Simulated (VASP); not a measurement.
Wanted: the native input for a VASP 6.6.1 run.

```yaml
Task: relaxation of cell and atoms
Functional: PBE
Potentials_or_basis: VASP PAW PBE potentials, release 64 (W_sv)
Cutoff: 600 eV
k_mesh: 18 × 18 × 8
Occupations: gaussian, width 0.1 eV
Spin: no spin polarisation
Dipole_correction: no
Further_INCAR_settings: ALGO = Normal; EDIFF = 1e-06; IBRION = 2; EDIFFG = -0.002; NSW = 100; ISIF = 3
```

The structure of W lies in POSCAR:

```
W
1.0
    2.7798322761      0.0000000000      0.0000000000
   -1.3899161380      2.4074053694      0.0000000000
    0.0000000000      0.0000000000      4.9479519730
W
2
Direct
    0.3333333333      0.6666666667      0.2500000000
    0.6666666667      0.3333333333      0.7500000000
```

This isn't the form of W at room conditions, which is bcc.

One way to write it, as run:

INCAR

```
PREC     = Accurate       # precision mode
ENCUT    = 600            # plane-wave cutoff, eV
EDIFF    = 1E-6           # SCF threshold, eV
ISMEAR   = 0              # smearing method
SIGMA    = 0.1            # smearing width, eV
LREAL    = F              # projectors in reciprocal space
LASPH    = T              # aspherical terms in the spheres
NELM     = 100            # most SCF steps
ALGO     = Normal         # electronic algorithm
ISIF     = 3              # what is computed and relaxed
LWAVE    = F              # write WAVECAR
LCHARG   = F              # write CHGCAR
GGA      = PE             # functional
IBRION   = 2              # ionic algorithm
NSW      = 100            # ionic steps
EDIFFG   = -0.002         # ionic threshold
```

KPOINTS

```
regular mesh
0
Gamma
  18 18 8
```

Potentials or basis: VASP PAW PBE potentials, release 64 (W_sv).

The run is started by

```bash
$ cat potpaw_PBE.64/W_sv/POTCAR > POTCAR
$ mpirun -np 1 vasp_std > vasp.out
```

Results of the run:

```yaml
Relaxed_volume: 16.56 Å³/atom
Relaxed_cell: a = 2.779 Å, b = 2.779 Å, c = 4.953 Å, α = 90.00°, β = 90.00°, γ = 120.00°
Space_group_after_relaxing_to_0.1_Å: P6_3/mmc (No. 194)
Energy_gained_by_relaxing: 0.0 meV/atom
Ionic_steps: 15
Pressure_after_relaxing: 0.0 GPa
Band_gap_on_the_k_mesh: zero (bands 14 and 15 overlap by 1.62 eV)
```

Caveat: spin-orbit coupling is left out, which moves the levels of the heavy elements.

It took 3.8 min on 1 thread of Intel(R) Xeon(R) 6975P-C (Granite Rapids), on a shared host, peak memory 0.26 GiB.
